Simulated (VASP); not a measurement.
# P (P2/m) in VASP: a series of runs

The runs below take P through single point, with PBEsol.

All numbers are computed with VASP 6.6.1; they aren't measurements. Logs are shortened: lines on timing, memory, paths and dates and some standing lists are left out, and cuts for length are marked.

### Step 1. The cell of the first run

Symmetry: P2/m, No. 10, monoclinic system. The conventional cell has a = 2.435 Å, b = 2.435 Å, c = 9.598 Å, α = 90.00°, β = 92.90°, γ = 90.00°. Within 3.2 Å of P (site symmetry m) lie 7 P at 2.40 to 3.09 Å. Within 3.2 Å of P (site symmetry m) lie 6 P at 2.40 to 2.43 Å.

### Step 2. Single point, PBEsol

INCAR reads:

```
PREC = Accurate ; ENCUT = 520
EDIFF = 1E-7 ; ISMEAR = 0
SIGMA = 0.15 ; LREAL = F
LASPH = T ; NELM = 100
ALGO = Normal ; ISIF = 2
LWAVE = F ; LCHARG = F
GGA = PS ; NBANDS = 18
```

KPOINTS reads:

```
regular mesh
0
Gamma
  24 24 6
```

POSCAR reads:

```
P
1.0
   -2.4347371633      0.0000000000     -0.0052449062
    0.0000000000     -2.4346254889      0.0000000000
   -0.5067518468      0.0000000000      9.5848461243
P
4
Direct
    0.8250000000      0.0000000000      0.8750000000
    0.9250000000      0.0000000000      0.3750000000
   -0.0250000000      0.0000000000      0.1250000000
   -0.1250000000      0.0000000000      0.6250000000
```

Potentials or basis: VASP PAW PBE potentials, release 64 (P).

On the command line:

```bash
$ cat potpaw_PBE.64/P/POTCAR > POTCAR
$ mpirun -np 1 vasp_std > vasp.out
```

OUTCAR:

```text
PREC = Accurate
   ENCUT = 520
   EDIFF = 1E-7
   ISMEAR = 0
   LREAL = F
   LASPH = T
   NELM = 100
   ISIF = 2
   GGA = PS

 ion  position               nearest neighbor table
   1  0.825  0.000  0.875-   4 2.40   3 2.45
   2  0.925  0.000  0.375-   3 2.40   4 2.40
   3  0.975  0.000  0.125-   2 2.40   1 2.45
   4  0.875  0.000  0.625-   1 2.40   2 2.40

  LATTYP: Found a simple monoclinic cell.
 ALAT       =     2.4347428126
 B/A-ratio  =     0.9999518127
 C/A-ratio  =     3.9421957584
 COS(beta)  =    -0.0506450585

  Lattice vectors:

 A1 = (  -2.4347371633,   0.0000000000,  -0.0052449062)
 A2 = (   0.0000000000,   2.4346254889,   0.0000000000)
 A3 = (   0.5067518468,   0.0000000000,  -9.5848461243)

Analysis of symmetry for initial positions (statically):
=====================================================================
 Subroutine PRICEL returns:
 Original cell was already a primitive cell.

 Routine SETGRP: Setting up the symmetry group for a
 simple monoclinic supercell.

 Subroutine GETGRP returns: Found  4 space group operations
 (whereof  2 operations were pure point group operations)
 out of a pool of  4 trial point group operations.

The static configuration has the point symmetry C_1h.
 The point group associated with its full space group is C_2h.

Analysis of symmetry for dynamics (positions and initial velocities):
=====================================================================
 Subroutine PRICEL returns:
 Original cell was already a primitive cell.

 Routine SETGRP: Setting up the symmetry group for a
 simple monoclinic supercell.

 Subroutine GETGRP returns: Found  4 space group operations
 (whereof  2 operations were pure point group operations)
 out of a pool of  4 trial point group operations.

The dynamic configuration has the point symmetry C_1h.
 The point group associated with its full space group is C_2h.

 Subroutine INISYM returns: Found  4 space group operations
 (whereof  2 operations are pure point group operations),
 and found     1 'primitive' translations

----------------------------------------------------------------------------------------

                                     Primitive cell

  volume of cell :      56.8223

  direct lattice vectors                    reciprocal lattice vectors
    -2.434737163  0.000000000 -0.005244906    -0.410675179  0.000000000 -0.021712441
     0.000000000 -2.434625489  0.000000000     0.000000000 -0.410740791  0.000000000
    -0.506751847  0.000000000  9.584846124    -0.000224725  0.000000000  0.104319475

  length of vectors
     2.434742813  2.434625489  9.598232788     0.411248748  0.410740791  0.104319718

  position of ions in fractional coordinates (direct lattice)
     0.825000000  0.000000000  0.875000000
     0.925000000  0.000000000  0.375000000
     0.975000000  0.000000000  0.125000000
     0.875000000  0.000000000  0.625000000

  ion indices of the primitive-cell ions
   primitive index   ion index
                 1           1
                 2           2
                 3           3
                 4           4

----------------------------------------------------------------------------------------

 KPOINTS: regular mesh

Automatic generation of k-mesh.
 Grid dimensions read from file:
 generate k-points for:   24   24    6

 Generating k-lattice:

  Cartesian coordinates                     Fractional coordinates (reciprocal lattice)
    -0.017111466  0.000000000 -0.000904685     0.041666667  0.000000000  0.000000000
     0.000000000 -0.017114200  0.000000000     0.000000000  0.041666667  0.000000000
    -0.000037454  0.000000000  0.017386579     0.000000000  0.000000000  0.166666667

  Length of vectors
     0.017135364  0.017114200  0.017386620

  Shift w.r.t. Gamma in fractional coordinates (k-lattice)
     0.000000000  0.000000000  0.000000000

 Subroutine IBZKPT returns following result:
 ===========================================

 Found    962 irreducible k-points:

 Following reciprocal coordinates:
            Coordinates               Weight
  0.000000  0.000000  0.000000      1.000000
  0.041667  0.000000 -0.000000      2.000000
  0.083333  0.000000  0.000000      2.000000
  0.125000  0.000000  0.000000      2.000000
  0.166667  0.000000 -0.000000      2.000000
  0.208333  0.000000 -0.000000      2.000000
[... 16 lines left out ...]
  0.375000  0.041667  0.000000      4.000000
  0.416667  0.041667 -0.000000      4.000000
 [... further k-points ...]
   k-points           NKPTS =    962   k-points in BZ     NKDIM =    962   number of bands    NBANDS=     18
   number of dos      NEDOS =    301   number of ions     NIONS =      4
   total plane-waves  NPLWV =  23328
   dimension x,y,z NGX =    18 NGY =   18 NGZ =   72
   dimension x,y,z NGXF=    36 NGYF=   36 NGZF=  144
   ions per type =               4
   NGX,Y,Z   is equivalent  to a cutoff of  12.29, 12.29, 12.47 a.u.
   NGXF,Y,Z  is equivalent  to a cutoff of  24.58, 24.58, 24.94 a.u.
 SYSTEM =  unknown system
   PREC   = accura    normal or accurate (medium, high low for compatibility)
   ISTART =      0    job   : 0-new  1-cont  2-samecut
   ICHARG =      2    charge: 1-file 2-atom 10-const
   ISPIN  =      1    spin polarized calculation?
   LNONCOLLINEAR =      F non collinear calculations
   LSORBIT =      F    spin-orbit coupling
   LASPH  =      T    aspherical Exc in radial PAW
   ENCUT  =  520.0 eV  38.22 Ry    6.18 a.u.   4.53  4.53 17.85*2*pi/ulx,y,z
   NELM   =    100;   NELMIN=  2; NELMDL= -5     # of ELM steps
   EDIFF  = 0.1E-06   stopping-criterion for ELM
   LREAL  =      F    real-space projection
   EDIFFG = 0.1E-05   stopping-criterion for IOM
   NSW    =      0    number of steps for IOM
   IBRION =     -1    ionic relax: 0-MD 1-quasi-New 2-CG
   NFREE  =      0    steps in history (QN), initial steepest desc. (CG)
   ISIF   =      2    stress and relaxation
   ISYM   =      2    0-nonsym 1-usesym 2-fastsym
   POTIM  = 0.5000    time-step for ionic-motion
   TEBEG  =    0.0;   TEEND  =   0.0 temperature during run
   PSTRESS=    0.0 pullay stress
   NELECT =      20.0000    total number of electrons
   NUPDOWN=      -1.0000    fix difference up-down
   EMIN   =  10.00;   EMAX   =-10.00  energy-range for DOS
   EFERMI =   0.00;   METHOD = LEGACY
   ISMEAR =     0;   SIGMA  =   0.15  broadening in eV -4-tet -1-fermi 0-gaus
   EFERMI_NEDOS =   21; number of points for ismear=-14 and -15
   IALGO  =     38    algorithm
   IMIX   =      4    mixing-type and parameters
     AMIX     =   0.40;   BMIX     =  1.00
     AMIX_MAG =   1.60;   BMIX_MAG =  1.00
  volume/ion in A,a.u.               =      14.21        95.86
  Fermi-wavevector in a.u.,A,eV,Ry     =   1.155878  2.184292 18.178108  1.336053
  Thomas-Fermi vector in A             =   2.292503
   LORBIT       =      0    0 simple, 1 ext, 2 COOP (PROOUT), +10 PAW based schemes
   GGA     = PS    functional components
   LHFCALC =     F    Hartree Fock is set to
   AEXX    =    0.0000 exact exchange contribution
   IVDW    =     0    specifies the selected vdW correction
   LEPSILON=     F    determine dielectric tensor
   LRPA    =     F    only Hartree local field effects (RPA)
 non-spin polarized calculation
 Gauss-broadening in eV      SIGMA  =   0.15
  energy-cutoff  :      520.00
  volume of cell :       56.82
 maximum number of plane-waves:      1563
   NGX =  9   NGY =  9   NGZ = 35

 number of electron      19.9999995 magnetization

 Free energy of the ion-electron system (eV)
  ---------------------------------------------------
  ext. energy  EPLUGINS =         0.00000000
  ---------------------------------------------------
  free energy    TOTEN  =       -22.97500531 eV

  energy without entropy =      -22.96008724  energy(sigma->0) =      -22.96754627

 E-fermi :   9.9733     XC(G=0): -11.4909

 val. band max:        9.9702993213   @ k =   0.1250   0.0833   0.3333
 cond. band min:       9.9741835752   @ k =  -0.2083   0.0000   0.3333
 fundamental gap:      0.0038842538
 Fermi energy:         9.9733453708

 k-point     1 :       0.0000    0.0000    0.0000
  band No.  band energies     occupation
      1      -6.8129      2.00000
      2      -5.3436      2.00000
      3      -5.3283      2.00000
      4      -2.1384      2.00000
      5       1.0286      2.00000
      6       6.9571      2.00000
[... 10 lines left out ...]
     17      17.5488      0.00000
     18      17.7488      0.00000

 k-point     2 :       0.0417    0.0000   -0.0000
  band No.  band energies     occupation
      1      -6.7728      2.00000
      2      -5.3203      2.00000
      3      -5.2716      2.00000
      4      -2.0989      2.00000
      5       1.0659      2.00000
      6       6.9490      2.00000
[... 10 lines left out ...]
     17      17.7374      0.00000
     18      17.9912      0.00000

 k-point     3 :       0.0833    0.0000    0.0000
  band No.  band energies     occupation
      1      -6.6524      2.00000
      2      -5.2230      2.00000
      3      -5.1294      2.00000
      4      -1.9808      2.00000
      5       1.1773      2.00000
      6       6.9864      2.00000
[... 10 lines left out ...]
     17      18.0688      0.00000
     18      18.9802      0.00000

 k-point     4 :       0.1250    0.0000    0.0000
  band No.  band energies     occupation
      1      -6.4526      2.00000
      2      -5.0468      2.00000
      3      -4.9078      2.00000
      4      -1.7842      2.00000
      5       1.3618      2.00000
      6       7.0829      2.00000
[... 375 lines left out ...]
      4       0.3611      2.00000
      5       3.2459      2.00000
      6       4.1933      2.00000
[... 10 lines left out ...]
     17      17.9403      0.00000
     18      19.2253      0.00000

 k-point    23 :       0.3750    0.0417    0.0000
  band No.  band energies     occupation
      1      -3.6907      2.00000
      2      -2.4120      2.00000
      3      -2.0451      2.00000
      4       0.9728      2.00000
      5       3.0761      2.00000
      6       3.6451      2.00000
[... 10 lines left out ...]
     17      17.8284      0.00000
     18      18.8728      0.00000

 k-point    24 :       0.4167    0.0417   -0.0000
  band No.  band energies     occupation
      1      -3.0826      2.00000
      2      -1.8061      2.00000
      3      -1.4434      2.00000
      4       1.5674      2.00000
      5       2.1458      2.00000
      6       3.1265      2.00000
[... 10 lines left out ...]
     17      18.1612      0.00000
     18      18.6417      0.00000

 [... further k-points ...]

------------------------ aborting loop because EDIFF is reached ----------------------------------------

  FORCE on cell =-STRESS in cart. coord.  units (eV):
  Direction    XX          YY          ZZ          XY          YZ          ZX
  --------------------------------------------------------------------------------------
  -------------------------------------------------------------------------------------
  Total       -0.2979184     -0.4807981      0.6236291      0.0000000      0.0000000      1.0196308
  in kB       -8.4001891    -13.5567149     17.5840173      0.0000000      0.0000000     28.7497900
  external PRESSURE =      -1.4576289 kB  Pullay stress =       0.0000000 kB

 VOLUME and BASIS-vectors are now :
 -----------------------------------------------------------------------------
  energy-cutoff  :      520.00
  volume of cell :       56.82
      direct lattice vectors                 reciprocal lattice vectors
    -2.434737163  0.000000000 -0.005244906    -0.410675179  0.000000000 -0.021712441
     0.000000000 -2.434625489  0.000000000     0.000000000 -0.410740791  0.000000000
    -0.506751847  0.000000000  9.584846124    -0.000224725  0.000000000  0.104319475

 POSITION                                       TOTAL-FORCE (eV/Angst)
 -----------------------------------------------------------------------------------
     -2.45207      0.00000      8.38241        -0.386953      0.000000     -0.129032
     -2.44216      0.00000      3.58947         0.034222      0.000000     -0.116249
     -2.43721      0.00000      1.19299         0.386953      0.000000      0.129032
     -2.44711      0.00000      5.98594        -0.034222      0.000000      0.116249
 -----------------------------------------------------------------------------------
    total drift:                                0.000001     -0.000000     -0.000000

  FREE ENERGIE OF THE ION-ELECTRON SYSTEM (eV)
  ---------------------------------------------------
  free  energy   TOTEN  =       -22.9750053101 eV

  energy  without entropy=      -22.9600872399  energy(sigma->0) =      -22.96754627
```

Run time: 5.5 min. Hardware: 1 thread of Intel Xeon 6975P-C (Granite Rapids), shared host; peak memory 0.7 GiB.

Results:

| Quantity | Value |
| --- | --- |
| Free energy | -22.9750 eV |
| Pressure | -0.1 GPa |
| Largest force | 0.408 eV/Å |
| Band gap on the k mesh | zero (bands 10 and 11 overlap by 8.41 eV) |

Forces on the atoms (eV/Å):
```
P   -0.387  0.000 -0.129
P    0.034  0.000 -0.116
P    0.387  0.000  0.129
P   -0.034  0.000  0.116
```

Stress tensor (GPa, compression positive):
```
-0.84  0.00  2.87
 0.00 -1.36  0.00
 2.87  0.00  1.76
```

Caveat: the PAW data sets were made with another functional, which shifts forces and pressure a little.

### Step 3. Single point, PBEsol

INCAR reads:

```
SYSTEM = P
PREC = Accurate
ENCUT = 520
EDIFF = 1E-7
ISMEAR = 0
SIGMA = 0.15
LREAL = .FALSE.
LASPH = .TRUE.
NELM = 100
ALGO = Normal
ISIF = 2
LWAVE = .FALSE.
LCHARG = .FALSE.
GGA = PS
NBANDS = 18
```

KPOINTS reads:

```
regular mesh
0
G
  24 24 6
  0 0 0
```

POSCAR reads:

```
P
1.0
   -2.4347371633      0.0000000000     -0.0052449062
    0.0000000000     -2.4346254889      0.0000000000
   -1.7241204284      0.0000000000      9.5822236712
P
4
Direct
    0.3875000000      0.0000000000      0.8750000000
    0.7375000000      0.0000000000      0.3750000000
   -0.0875000000      0.0000000000      0.1250000000
   -0.4375000000      0.0000000000      0.6250000000
```

Potentials or basis: VASP PAW PBE potentials, release 64 (P).

On the command line:

```bash
$ cat potpaw_PBE.64/P/POTCAR > POTCAR
$ mpirun -np 1 vasp_std > vasp.out
```

It took 14 min on 1 thread of Intel Xeon 8259CL, shared host; peak memory 0.71 GiB.

Results (log left out):

```yaml
Free_energy: -22.8640 eV
Pressure: 0.2 GPa
Largest_force: 0.529 eV/Å
Band_gap_on_the_k_mesh: zero (bands 10 and 11 overlap by 8.33 eV)
```

Forces on the atoms (eV/Å):
```
P    0.447  0.000 -0.283
P   -0.034  0.000 -0.223
P   -0.447  0.000  0.283
P    0.034  0.000  0.223
```

Stress tensor (GPa, compression positive):
```
-0.76  0.00 -3.74
 0.00 -1.07  0.00
-3.74  0.00  2.43
```

Levels at points of the mesh, in eV from the Fermi level:
```
           k point  band 7  band 8  band 9  band 10  band 11  band 12  band 13  band 14
(0.00, 0.00, 0.00)   -2.92    4.91    5.06     5.41     5.44     6.03     6.07     6.60
(0.50, 0.00, 0.00)   -6.40   -6.15   -3.44    -2.57     1.76     2.26     4.93     5.19
(0.00, 0.50, 0.00)   -7.35   -5.48   -5.27     0.56     0.71     0.74     6.05     6.11
(0.50, 0.50, 0.00)   -4.39   -4.37   -3.26    -2.89    -2.82    -2.58     0.54     1.01
(0.00, 0.00, 0.50)    1.36    1.54    5.03     5.19     5.22     5.70     6.26     6.89
(0.50, 0.00, 0.50)   -6.95   -5.91   -4.58    -0.76     0.80     1.61     5.65     5.91
(0.00, 0.50, 0.50)   -6.21   -6.17   -3.12    -3.00     2.39     2.44     4.64     4.88
(0.50, 0.50, 0.50)   -4.28   -4.27   -4.03    -2.72    -2.36    -1.63    -1.34     0.81
```

Caveat: the PAW data sets were made with another functional, which shifts forces and pressure a little.

(Part 1 of 2 ends here.)
